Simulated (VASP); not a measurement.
Set up this calculation in VASP 6.6.1, as the native input.

* Task: single point
* Functional: LDA
* Potentials or basis: VASP PAW LDA potentials, release 64 (Al, Cu)
* Cutoff: 520 eV
* k mesh: 12 × 6 × 6
* Occupations: gaussian, width 0.15 eV
* Spin: no spin polarisation
* Dipole correction: no
* Further INCAR settings: ALGO = Fast; EDIFF = 1e-07; NBANDS = 30

The structure of Al3Cu lies in POSCAR:

```
Al3Cu
1.0
    2.7552449650      0.0000000000      0.0000000000
    0.0000000000      5.5104899299      0.0000000000
    0.0000000000      0.0000000000      7.5301859026
Al Cu
6 2
Direct
    0.0000000000      0.0000000000      0.5000000000
    0.0000000000      0.5000000000      0.5000000000
    0.5000000000      0.2500000000      0.2194415337
    0.5000000000      0.7500000000      0.2194415337
    0.5000000000      0.2500000000      0.7805584663
    0.5000000000      0.7500000000      0.7805584663
    0.0000000000      0.5000000000      0.0000000000
    0.0000000000      0.0000000000      0.0000000000
```

These files were run (other wordings do the same):

INCAR

```
  PREC = Accurate
  ENCUT = 520
  EDIFF = 1E-7
  ISMEAR = 0
  SIGMA = 0.15
  LREAL = False
  LASPH = True
  NELM = 100
  ALGO = Fast
  ISIF = 2
  LWAVE = False
  LCHARG = False
  NBANDS = 30
```

KPOINTS

```
Automatic mesh
0
Gamma
  12 6 6
```

Potentials or basis: VASP PAW LDA potentials, release 64 (Al, Cu).

Run with:

```console
$ cat potpaw_LDA.64/Al/POTCAR potpaw_LDA.64/Cu/POTCAR > POTCAR
$ mpirun -np 1 vasp_std > vasp.out
```

Results of the run:

```
Pressure               : 0.4 GPa
Largest force          : 0.041 eV/Å
Band gap on the k mesh : zero (bands 20 and 21 overlap by 2.51 eV)
```

Run time: 17 min on 1 thread of Intel Xeon 8259CL, with other jobs on the host, peak memory 0.4 GiB.
